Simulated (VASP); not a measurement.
# CrN2: single point with LDA

Crystal: CrN2.

```
Cr N
1.0
     3.90179    0.00000    0.00000
     0.00000    4.80951    0.00000
     0.00000    0.00000    2.78417
Cr N
2 4
Cartesian
  0.0000 0.0000 0.0000
  1.9509 2.4048 1.3921
  3.3796 2.8317 0.0000
  0.5222 1.9778 0.0000
  1.4287 4.3825 1.3921
  2.4731 0.4270 1.3921
```

- Program: VASP 6.6.1
- Task: single point
- Functional: LDA
- Potentials or basis: VASP PAW LDA potentials, release 64 (Cr_pv, N)
- Cutoff: 520 eV
- k mesh: 7 × 6 × 10
- Occupations: fermi-dirac, width 0.05 eV
- Spin: collinear spin, ferromagnetic start
- Starting moments: [3.0, 3.0, 0.0, 0.0, 0.0, 0.0] μB

| Property | Result |
| --- | --- |
| Pressure | -17.3 GPa |
| Largest force | 0.142 eV/Å |
| Net moment | 4.17 μB per cell |
| Site moments | Cr +2.10; N -0.06 μB |
| Valence electrons inside the program's atomic spheres | Cr 10.88; N 3.72 |

Forces in eV/Å, atoms in the order of the input:
```
Cr   0.000  0.000  0.000
Cr   0.000  0.000  0.000
N   -0.008 -0.142  0.000
N    0.008  0.142  0.000
N   -0.008  0.142  0.000
N    0.008 -0.142  0.000
```

Stress tensor (GPa, compression positive):
```
-17.85   0.00   0.00
  0.00 -17.92   0.00
  0.00   0.00 -16.29
```

Levels at points of the mesh, in eV from the Fermi level:
Spin up:
| k point | band 21 | band 22 | band 23 | band 24 | band 25 | band 26 | band 27 | band 28 |
| --- | --- | --- | --- | --- | --- | --- | --- | --- |
| (0.00, 0.00, 0.00) | -1.20 | -1.00 | -0.70 | -0.62 | -0.39 | -0.24 | 3.05 | 4.03 |
| (0.00, 0.50, 0.00) | -0.93 | -0.93 | -0.09 | -0.09 | 0.25 | 0.25 | 2.78 | 2.78 |
| (0.00, 0.00, 0.50) | -0.90 | -0.90 | 0.47 | 0.47 | 0.78 | 0.78 | 2.65 | 2.65 |
| (0.00, 0.50, 0.50) | -0.97 | -0.97 | -0.10 | -0.10 | 0.78 | 0.78 | 2.12 | 2.12 |
Spin down:
| k point | band 16 | band 17 | band 18 | band 19 | band 20 | band 21 | band 22 | band 23 | band 24 | band 25 |
| --- | --- | --- | --- | --- | --- | --- | --- | --- | --- | --- |
| (0.00, 0.00, 0.00) | -3.82 | -3.35 | -3.13 | -1.66 | -1.62 | 0.31 | 0.34 | 0.87 | 1.33 | 1.82 |
| (0.00, 0.50, 0.00) | -3.80 | -2.33 | -2.33 | -1.48 | -1.48 | 0.71 | 0.71 | 1.57 | 1.57 | 1.96 |
| (0.00, 0.00, 0.50) | -5.67 | -1.84 | -1.84 | -1.45 | -1.45 | 1.14 | 1.14 | 1.49 | 1.49 | 2.41 |
| (0.00, 0.50, 0.50) | -5.91 | -1.06 | -1.06 | -0.04 | -0.04 | 0.63 | 0.63 | 1.09 | 1.09 | 2.39 |

Wall time 5.5 min on 1 thread of Intel(R) Xeon(R) Platinum 8259CL CPU @ 2.50GHz (Skylake/Cascade Lake), with other jobs on the host, peak memory 0.33 GiB.

Caveat: only a ferromagnetic start was run, and an antiferromagnetic order may lie lower in energy. With open d or f shells a metallic result of LDA can be an artefact of self-interaction; +U or a hybrid may open a gap.
